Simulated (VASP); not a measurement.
Write the native input for VASP 6.6.1 that does the following.

```
Task                   : relaxation of cell and atoms
Functional             : PBE
Potentials or basis    : VASP PAW PBE potentials, release 64 (Cu)
Cutoff                 : 600 eV
k mesh                 : 18 × 18 × 10
Occupations            : fermi-dirac, width 0.05 eV
Spin                   : no spin polarisation
Target pressure        : 60 GPa
Dipole correction      : no
Further INCAR settings : ALGO = Normal; EDIFF = 1e-07; IBRION = 2; EDIFFG = -0.005; NSW = 32; ISIF = 3
```

The structure of Cu lies in POSCAR:

```
Cu
1.0
    2.3715288587      0.0000000000      0.0000000000
   -1.1857644294      2.0538042375      0.0000000000
    0.0000000000      0.0000000000      3.8769932879
Cu
2
Direct
    0.3333333333      0.6666666667      0.2500000000
    0.6666666667      0.3333333333      0.7500000000
```

The input as run:

INCAR

```
PREC = Accurate
ENCUT = 600
EDIFF = 1E-7
ISMEAR = -1
SIGMA = 0.05
LREAL = False
LASPH = True
NELM = 100
ALGO = Normal
ISIF = 3
LWAVE = False
LCHARG = False
GGA = PE
IBRION = 2
NSW = 32
EDIFFG = -0.005
PSTRESS = 600.0
```

KPOINTS

```
Automatic mesh
0
Gamma
  18 18 10
```

Potentials or basis: VASP PAW PBE potentials, release 64 (Cu).

Run with:

```bash
$ cat potpaw_PBE.64/Cu/POTCAR > POTCAR
$ mpirun -np 1 vasp_std > vasp.out
```

It gave:

```yaml
Relaxed_volume: 9.46 Å³/atom
Relaxed_cell: a = 2.373 Å, b = 2.373 Å, c = 3.879 Å, α = 90.00°, β = 90.00°, γ = 120.00°
Space_group_after_relaxing_to_0.05_Å: P6_3/mmc (No. 194)
Energy_change_on_relaxing_the_enthalpy_is_what_falls: -6.1 meV/atom
Ionic_steps: 3
Pressure_after_relaxing: 60.0 GPa
Band_gap_on_the_k_mesh: zero (band 11 reaches 15.36 eV, above the bottom of band 12 at 8.37 eV)
```

Caveat: the cell is relaxed towards a set pressure, so the enthalpy falls and the energy may rise.

It took 75 s on 1 thread of Intel(R) Xeon(R) Platinum 8488C (Sapphire Rapids) (shared host), peak memory 0.19 GiB.
